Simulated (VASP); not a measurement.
# CoSi in VASP: single point with r2SCAN

Aim: the single point of CoSi with r2SCAN.

Program: VASP 6.6.1. These are calculated values, not measurements. Logs are shortened: lines on timing, memory, paths and dates and some standing lists are left out, and cuts for length are marked.

### 1 The cell of the first run

The typed cell holds 2 atoms: a = 2.764 Å, b = 2.764 Å, c = 2.763 Å, α = 90.00°, β = 90.00°, γ = 90.00°.

### 2 Single point, r2SCAN, collinear spin, ferromagnetic start

Input file POSCAR:

```
CoSi
1.0
    1.9543271629     -1.9543040726      0.0000000000
    1.9543271629      1.9543040726      0.0000000000
    0.0000000000      0.0000000000      2.7632135639
Si Co
1 1
Direct
    0.0000000000      0.0000000000      0.0000000000
    0.5000000000      0.5000000000      0.5000000000
```

Input file INCAR.step1:

```
SYSTEM = CoSi
  ALGO = Normal
  EDIFF = 1E-5
  ENCUT = 660
  GGA = PE
  GGA_COMPAT = .False.
  ISMEAR = 0
  ISPIN = 2
  LASPH = .True.
  LCHARG = .False.
  LMAXMIX = 4
  LREAL = .False.
  LWAVE = .True.
  MAGMOM = 0 1.05
  NBANDS = 18
  NELM = 200
  PREC = Accurate
  SIGMA = 0.1
```

Input file INCAR.step2:

```
SYSTEM = CoSi
  ALGO = Normal
  EDIFF = 1E-6
  ENCUT = 660
  GGA_COMPAT = .False.
  ISIF = 2
  ISMEAR = 0
  ISPIN = 2
  ISTART = 1
  LASPH = .True.
  LCHARG = .False.
  LMAXMIX = 4
  LMIXTAU = .True.
  LORBIT = 11
  LREAL = .False.
  LWAVE = .False.
  MAGMOM = 0 1.05
  METAGGA = R2SCAN
  NBANDS = 18
  NELM = 200
  PREC = Accurate
  SIGMA = 0.1
```

Input file KPOINTS:

```
k-points
0
Gamma
  16 16 16
  0 0 0
```

Potentials or basis: VASP PAW PBE potentials, release 64 (Si, Co).

Started as:

```bash
$ cat potpaw_PBE.64/Si/POTCAR potpaw_PBE.64/Co/POTCAR > POTCAR
$ cp INCAR.step1 INCAR
$ mpirun -np 1 vasp_std > vasp.out
$ cp INCAR.step2 INCAR
$ mpirun -np 1 vasp_std > vasp.out
```

OUTCAR:

```text
SYSTEM = CoSi
   EDIFF = 1E-6
   ENCUT = 660
   ISIF = 2
   ISMEAR = 0
   ISPIN = 2
   ISTART = 1
   LASPH = .True.
   LORBIT = 11
   LREAL = .False.
   METAGGA = R2SCAN
   NELM = 200
   PREC = Accurate

 ion  position               nearest neighbor table
   1  0.000  0.000  0.000-   2 2.39   2 2.39   2 2.39   2 2.39   2 2.39   2 2.39   2 2.39   2 2.39

   2  0.500  0.500  0.500-   1 2.39   1 2.39   1 2.39   1 2.39   1 2.39   1 2.39   1 2.39   1 2.39

  LATTYP: Found a base centered orthorhombic cell.
 ALAT       =     3.9086081452
 B/A-ratio  =     1.0000118151
 C/A-ratio  =     0.7069558936

  Lattice vectors:

 A1 = (  -1.9543271629,  -1.9543040726,   0.0000000000)
 A2 = (   1.9543271629,  -1.9543040726,   0.0000000000)
 A3 = (   0.0000000000,   0.0000000000,   2.7632135639)

Analysis of symmetry for initial positions (statically):
=====================================================================
 Subroutine PRICEL returns:
 Original cell was already a primitive cell.

 Routine SETGRP: Setting up the symmetry group for a
 base centered orthorhombic supercell.

 Subroutine GETGRP returns: Found  8 space group operations
 (whereof  8 operations were pure point group operations)
 out of a pool of  8 trial point group operations.

The static configuration has the point symmetry D_2h.

Analysis of symmetry for dynamics (positions and initial velocities):
=====================================================================
 Subroutine PRICEL returns:
 Original cell was already a primitive cell.

 Routine SETGRP: Setting up the symmetry group for a
 base centered orthorhombic supercell.

 Subroutine GETGRP returns: Found  8 space group operations
 (whereof  8 operations were pure point group operations)
 out of a pool of  8 trial point group operations.

The dynamic configuration has the point symmetry D_2h.

Analysis of structural, dynamic, and magnetic symmetry:
=====================================================================
 Subroutine PRICEL returns:
 Original cell was already a primitive cell.

 Routine SETGRP: Setting up the symmetry group for a
 base centered orthorhombic supercell.

 Subroutine GETGRP returns: Found  8 space group operations
 (whereof  8 operations were pure point group operations)
 out of a pool of  8 trial point group operations.

The overall configuration has the point symmetry D_2h.

 Subroutine INISYM returns: Found  8 space group operations
 (whereof  8 operations are pure point group operations),
 and found     1 'primitive' translations

----------------------------------------------------------------------------------------

                                     Primitive cell

  volume of cell :      21.1074

  direct lattice vectors                    reciprocal lattice vectors
     1.954327163 -1.954304073  0.000000000     0.255842527 -0.255845550  0.000000000
     1.954327163  1.954304073  0.000000000     0.255842527  0.255845550  0.000000000
     0.000000000  0.000000000  2.763213564     0.000000000  0.000000000  0.361897471

  length of vectors
     2.763819652  2.763819652  2.763213564     0.361818109  0.361818109  0.361897471

  position of ions in fractional coordinates (direct lattice)
     0.000000000  0.000000000  0.000000000
     0.500000000  0.500000000  0.500000000

  ion indices of the primitive-cell ions
   primitive index   ion index
                 1           1
                 2           2

----------------------------------------------------------------------------------------

 KPOINTS: k-points

Automatic generation of k-mesh.
 Grid dimensions read from file:
 generate k-points for:   16   16   16

 Generating k-lattice:

  Cartesian coordinates                     Fractional coordinates (reciprocal lattice)
     0.015990158 -0.015990347  0.000000000     0.062500000  0.000000000  0.000000000
     0.015990158  0.015990347  0.000000000     0.000000000  0.062500000  0.000000000
     0.000000000  0.000000000  0.022618592     0.000000000  0.000000000  0.062500000

  Length of vectors
     0.022613632  0.022613632  0.022618592

  Shift w.r.t. Gamma in fractional coordinates (k-lattice)
     0.000000000  0.000000000  0.000000000

 Subroutine IBZKPT returns following result:
 ===========================================

 Found    657 irreducible k-points:

 Following reciprocal coordinates:
            Coordinates               Weight
  0.000000  0.000000  0.000000      1.000000
  0.062500 -0.000000  0.000000      4.000000
  0.125000 -0.000000  0.000000      4.000000
  0.187500 -0.000000  0.000000      4.000000
  0.250000 -0.000000  0.000000      4.000000
  0.312500 -0.000000  0.000000      4.000000
[... 16 lines left out ...]
 -0.125000  0.062500  0.000000      4.000000
 -0.062500  0.062500  0.000000      2.000000
 [... further k-points ...]
   k-points           NKPTS =    657   k-points in BZ     NKDIM =    657   number of bands    NBANDS=     18
   number of dos      NEDOS =    301   number of ions     NIONS =      2
   total plane-waves  NPLWV =  13824
   dimension x,y,z NGX =    24 NGY =   24 NGZ =   24
   dimension x,y,z NGXF=    48 NGYF=   48 NGZF=   48
   ions per type =               1   1
   NGX,Y,Z   is equivalent  to a cutoff of  14.44, 14.44, 14.44 a.u.
   NGXF,Y,Z  is equivalent  to a cutoff of  28.87, 28.87, 28.88 a.u.
 SYSTEM =  CoSi
   PREC   = accura    normal or accurate (medium, high low for compatibility)
   ISTART =      1    job   : 0-new  1-cont  2-samecut
   ICHARG =      0    charge: 1-file 2-atom 10-const
   ISPIN  =      2    spin polarized calculation?
   LNONCOLLINEAR =      F non collinear calculations
   LSORBIT =      F    spin-orbit coupling
   LASPH  =      T    aspherical Exc in radial PAW
   ENCUT  =  660.0 eV  48.51 Ry    6.96 a.u.   5.79  5.79  5.79*2*pi/ulx,y,z
   NELM   =    200;   NELMIN=  2; NELMDL=  0     # of ELM steps
   EDIFF  = 0.1E-05   stopping-criterion for ELM
   LREAL  =      F    real-space projection
   EDIFFG = 0.1E-04   stopping-criterion for IOM
   NSW    =      0    number of steps for IOM
   IBRION =     -1    ionic relax: 0-MD 1-quasi-New 2-CG
   NFREE  =      0    steps in history (QN), initial steepest desc. (CG)
   ISIF   =      2    stress and relaxation
   ISYM   =      2    0-nonsym 1-usesym 2-fastsym
   POTIM  = 0.5000    time-step for ionic-motion
   TEBEG  =    0.0;   TEEND  =   0.0 temperature during run
   PSTRESS=    0.0 pullay stress
   NELECT =      13.0000    total number of electrons
   NUPDOWN=      -1.0000    fix difference up-down
   EMIN   =  10.00;   EMAX   =-10.00  energy-range for DOS
   EFERMI =   0.00;   METHOD = LEGACY
   ISMEAR =     0;   SIGMA  =   0.10  broadening in eV -4-tet -1-fermi 0-gaus
   EFERMI_NEDOS =   21; number of points for ismear=-14 and -15
   IALGO  =     38    algorithm
   IMIX   =      4    mixing-type and parameters
     AMIX     =   0.40;   BMIX     =  1.00
     AMIX_MAG =   1.60;   BMIX_MAG =  1.00
  volume/ion in A,a.u.               =      10.55        71.22
  Fermi-wavevector in a.u.,A,eV,Ry     =   1.392872  2.632147 26.396575  1.940094
  Thomas-Fermi vector in A             =   2.516573
   LORBIT       =     11    0 simple, 1 ext, 2 COOP (PROOUT), +10 PAW based schemes
   METAGGA = R2SCAN    functional components
   LHFCALC =     F    Hartree Fock is set to
   AEXX    =    0.0000 exact exchange contribution
   IVDW    =     0    specifies the selected vdW correction
   LEPSILON=     F    determine dielectric tensor
   LRPA    =     F    only Hartree local field effects (RPA)
 spin polarized calculation
 Gauss-broadening in eV      SIGMA  =   0.10
  energy-cutoff  :      660.00
  volume of cell :       21.11
 maximum number of plane-waves:       840
   NGX = 11   NGY = 11   NGZ = 11

 number of electron      13.0000003 magnetization       0.9209009

 Free energy of the ion-electron system (eV)
  ---------------------------------------------------
  ext. energy  EPLUGINS =         0.00000000
  ---------------------------------------------------
  free energy    TOTEN  =       -22.68128451 eV

  energy without entropy =      -22.67757814  energy(sigma->0) =      -22.67943132

 E-fermi :  13.5587     XC(G=0): -14.1275

 val. band max:       13.5419894846   @ k =   0.1875   0.0625   0.1875
 cond. band min:      13.5623239913   @ k =   0.5000   0.5000   0.0000
 fundamental gap:      0.0203345068
 Fermi energy:        13.5586951494

 spin component 1

 k-point     1 :       0.0000    0.0000    0.0000
  band No.  band energies     occupation
      1      -2.0758      1.00000
      2       8.1316      1.00000
      3       8.1321      1.00000
      4      11.0356      1.00000
      5      11.0365      1.00000
      6      11.0365      1.00000
[... 10 lines left out ...]
     17      37.8534      0.00000
     18      37.8589      0.00000
[... 463 lines left out ...]
 k-point    24 :      -0.0625    0.0625    0.0000
  band No.  band energies     occupation
      1      -1.9155      1.00000
      2       8.1109      1.00000
      3       8.1556      1.00000
      4      10.9004      1.00000
      5      10.9511      1.00000
      6      11.0058      1.00000
[... 10 lines left out ...]
     17      37.2242      0.00000
     18      38.7861      0.00000

 [... further k-points ...]

 spin component 2

 k-point     1 :       0.0000    0.0000    0.0000
  band No.  band energies     occupation
      1      -2.1355      1.00000
      2       9.6246      1.00000
      3       9.6254      1.00000
      4      11.7097      1.00000
      5      11.7104      1.00000
      6      11.7105      1.00000
[... 10 lines left out ...]
     17      37.8303      0.00000
     18      37.8358      0.00000
[... 463 lines left out ...]
 k-point    24 :      -0.0625    0.0625    0.0000
  band No.  band energies     occupation
      1      -1.9739      1.00000
      2       9.5328      1.00000
      3       9.6336      1.00000
      4      11.5570      1.00000
      5      11.6089      1.00000
      6      11.6767      1.00000
[... 10 lines left out ...]
     17      37.2999      0.00000
     18      39.0198      0.00000

 [... further k-points ...]
[... 5 lines left out ...]
  --------------------------------------------------------------------------------------
  -------------------------------------------------------------------------------------
  Total       -0.0446042     -0.0443077     -0.0409243      0.0000000      0.0000000      0.0000000
  in kB       -3.3857287     -3.3632278     -3.1064050      0.0000000      0.0000000      0.0000000
  external PRESSURE =      -3.2851205 kB  Pullay stress =       0.0000000 kB

 VOLUME and BASIS-vectors are now :
 -----------------------------------------------------------------------------
  energy-cutoff  :      660.00
  volume of cell :       21.11
      direct lattice vectors                 reciprocal lattice vectors
     1.954327163 -1.954304073  0.000000000     0.255842527 -0.255845550  0.000000000
     1.954327163  1.954304073  0.000000000     0.255842527  0.255845550  0.000000000
     0.000000000  0.000000000  2.763213564     0.000000000  0.000000000  0.361897471

 POSITION                                       TOTAL-FORCE (eV/Angst)
 -----------------------------------------------------------------------------------
      0.00000      0.00000      0.00000         0.000000      0.000000      0.000000
      1.95433      0.00000      1.38161        -0.000000      0.000000      0.000000
 -----------------------------------------------------------------------------------
    total drift:                                0.000000     -0.000000     -0.000000

  FREE ENERGIE OF THE ION-ELECTRON SYSTEM (eV)
  ---------------------------------------------------
  free  energy   TOTEN  =       -22.6812845056 eV

  energy  without entropy=      -22.6775781398  energy(sigma->0) =      -22.67943132

 total charge

# of ion       s       p       d       tot
------------------------------------------
    1        0.694   0.886   0.000   1.580
    2        0.464   0.671   7.540   8.675
--------------------------------------------------
tot          1.158   1.557   7.540  10.255

 magnetization (x)

# of ion       s       p       d       tot
------------------------------------------
    1        0.013   0.029   0.000   0.042
    2        0.007  -0.002   0.935   0.939
--------------------------------------------------
tot          0.019   0.027   0.935   0.981
```

It took 33 min on 1 thread of Intel Xeon 8259CL, shared host; peak memory 0.6 GiB.

What came out:

* Free energy: -22.6813 eV
* Pressure: -0.3 GPa
* Net moment: 0.92 μB per cell
* Site moments: Si +0.04; Co +0.94 μB
* Valence electrons inside the program's atomic spheres: Si 1.58; Co 8.68

Caveat: the PAW data sets were made with another functional, which shifts forces and pressure a little.
